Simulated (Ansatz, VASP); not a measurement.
## Two plane-wave programs on CoSi2

```xyz
3
Lattice="0.0000 2.6780 2.6780 2.6780 0.0000 2.6780 2.6780 2.6780 0.0000" Properties=species:S:1:pos:R:3 pbc="T T T"
Co    0.0000    0.0000    0.0000
Si    4.0170    4.0170    4.0170
Si    1.3390    1.3390    1.3390
```

Alike in both runs: task single point; functional PBE; k mesh 7 × 7 × 7; occupations fermi-dirac, width 0.05 eV; collinear spin; fixed moment 2 μB.

```csv
,VASP,Ansatz
version,VASP 6.6.1,Ansatz 0.2.0
potentials or method,"VASP PAW PBE potentials, release 64 (Co_sv, Si)",Ansatz PAW
plane-wave cutoff (eV),600,420
valence electrons in the cell,25,25
```

Ansatz gave:

```
pressure (GPa)                                                : 14.5
net moment per atom (μB)                                      : 0.67
size of the moment on the site where the two differ most (μB) : 1.16
```

Q: Estimate VASP's values.

A: Pressure (GPa): 13.3; net moment per atom (μB): 0.67; size of the moment on the site where the two differ most (μB): 1.12.

Site moments also hang on the region over which each program counts them.
